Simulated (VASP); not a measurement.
Cr, 1 atom in the cell. It takes space group Fm-3m (No. 225, cubic). Conventional cell: a = 3.675 Å, b = 3.675 Å, c = 3.675 Å, α = 90.00°, β = 90.00°, γ = 90.00°. Within 3.4 Å of Cr (site symmetry m-3m) lie 12 Cr at 2.60 Å.  This cell differs from its parent crystal: Mo replaced by Cr, lengths x 0.942, strained.

```yaml
Program: VASP 6.6.1
Task: single point
Functional: PBEsol
Potentials_or_basis: VASP PAW PBE potentials, release 64 (Cr_pv)
Cutoff: 520 eV
k_mesh: 20 × 20 × 20
Occupations: gaussian, width 0.1 eV
Spin: no spin polarisation
Dipole_correction: no
Further_INCAR_settings: ALGO = Fast; EDIFF = 1e-06; NBANDS = 12
```

Potentials or basis: VASP PAW PBE potentials, release 64 (Cr_pv).

The run is started by

```bash
$ cat potpaw_PBE.64/Cr_pv/POTCAR > POTCAR
$ mpirun -np 1 vasp_std > vasp.out
```

Hardware: 1 thread of Intel(R) Xeon(R) 6975P-C (Granite Rapids) (shared host).

Task: Estimate the wall time of this run.

Result: It took 14 s on 1 thread of Intel(R) Xeon(R) 6975P-C (Granite Rapids), on a shared host, peak memory 0.15 GiB. Counts: scf iterations 13, k points 256.
